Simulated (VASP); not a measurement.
Runs of VASP 6.6.1 on SnSe. The structure is that of space group P4/nmm (No. 129), or close to it. The cells are those of the table. 

```tsv
task	cell	k mesh	cutoff (eV)	smearing	gap on the mesh (eV)	pressure (GPa)	relaxed volume (Å³/atom)	largest force (eV/Å)
relaxation of cell and atoms	relaxed from a = 5.150, b = 5.150, c = 4.504 Å, 4 atoms	6 × 6 × 6	600	gaussian 0.02 eV	0.36	0.0	(b)	0.01
single point	a = 4.506, b = 4.506, c = 5.693 Å, 4 atoms	4 × 4 × 4	520	gaussian 0.1 eV	none	16.3	-	2.74
single point	a = 5.150, b = 5.150, c = 4.504 Å, 4 atoms	4 × 4 × 4	520	gaussian 0.1 eV	0.81	0.1	-	0.02
single point	a = 5.173, b = 5.173, c = 4.426 Å, 4 atoms	6 × 6 × 6	520	gaussian 0.02 eV	0.36	0.0	-	0.01
relaxation of cell and atoms	relaxed from a = 5.173, b = 5.173, c = 4.426 Å, 4 atoms	8 × 8 × 8	600	gaussian 0.02 eV	0.44	0.0	(a)	0.01
relaxation of cell and atoms	relaxed from a = 4.506, b = 4.506, c = 5.693 Å, 4 atoms	4 × 4 × 4	600	gaussian 0.1 eV	0.84	0.1	30.46	0.04
```

Alike in all rows: level PBE; potentials or basis VASP PAW PBE potentials, release 64 (Sn_d, Se); no spin polarisation.

Question: Estimate the missing entries.

Answer: (a) 29.66; (b) 29.60.

Caveats: spin-orbit coupling is left out, which moves the levels of the heavy elements; forces of over 1 eV/Å act on the atoms, so gaps and moduli don't describe the material at rest (some runs).

A k mesh can miss the band edges, and the runs leave out spin-orbit coupling on Se, Sn.

A gap of «none» marks levels without a gap at the run's occupations.
